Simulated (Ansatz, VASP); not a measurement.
Two plane-wave programs on SbI2

File INCAR:

```
PREC = Accurate ; ENCUT = 600
EDIFF = 1E-6 ; ISMEAR = 0
SIGMA = 0.1 ; LREAL = F
LASPH = T ; NELM = 80
ALGO = Normal ; ISIF = 3
LWAVE = F ; LCHARG = F
GGA = PE ; IBRION = 2
NSW = 90 ; EDIFFG = -0.04
```

File KPOINTS:

```
Automatic mesh
0
Gamma
  6 6 6
```

File POSCAR:

```
SbI2
1.0
   -2.6265257178      2.6265257178      4.3077722569
    2.6265257178     -2.6265257178      4.3077722569
    2.6265257178      2.6265257178     -4.3077722569
Sb I
1 2
Direct
    0.0000000000      0.0000000000      0.0000000000
    0.5930000000      0.5930000000      0.0000000000
    0.4070000000      0.4070000000      0.0000000000
```

Input for Ansatz:

```yaml
crystal:
  lattice:
    - [-2.6265257178, 2.6265257178, 4.3077722569]
    - [2.6265257178, -2.6265257178, 4.3077722569]
    - [2.6265257178, 2.6265257178, -4.3077722569]
  atoms:
    - { symbol: Sb, position: [0.0, 0.0, 0.0] }
    - { symbol: I, position: [0.593, 0.593, 0.0] }
    - { symbol: I, position: [0.407, 0.407, 0.0] }
basis:
  ecutwfc: 420
kpoints:
  mp_grid: { grid: [6, 6, 6] }
hamiltonian:
  xc: pbe
scf:
  occupations: { method: gaussian, width: 0.1 }
  lower_state_search: "off"
output:
  forces: true
  stress: true
  eigenvalues: true
relax:
  adjacent_minimum: "off"
  f_tol: 0.04
  max_steps: 70
  cell: { stress_tol: 0.4 }
```

Alike in both runs: task relaxation of cell and atoms; functional PBE; k mesh 6 × 6 × 6; occupations gaussian, width 0.1 eV; no spin polarisation.

```csv
,VASP,Ansatz
version,VASP 6.6.1,Ansatz 0.2.0
potentials or method,"VASP PAW PBE potentials, release 64 (Sb, I), cutoff 600 eV","scalar-relativistic, plane waves, PAW"
valence electrons in the cell,19,49
```

|  | VASP | Ansatz | Ansatz less VASP |
| --- | --- | --- | --- |
| gap on the k mesh at the Fermi level, each at its own relaxed structure (eV) | none | none | - |
| relaxed volume (Å³/atom) | 37.97 | 35.05 | -2.922 |
| relaxed cell length with the largest relative difference (Å) | 9.972 | 5.869 | -4.1029 |

A gap of «none» marks a metal or a gap that the smearing closes. One of these differences is far larger than is usual between the two programs; its cause wasn't traced. VASP's potentials hold 19 valence electrons a cell and Ansatz's 49, so a difference there can come from the potentials and not from the codes.

Spin-orbit coupling is off throughout.
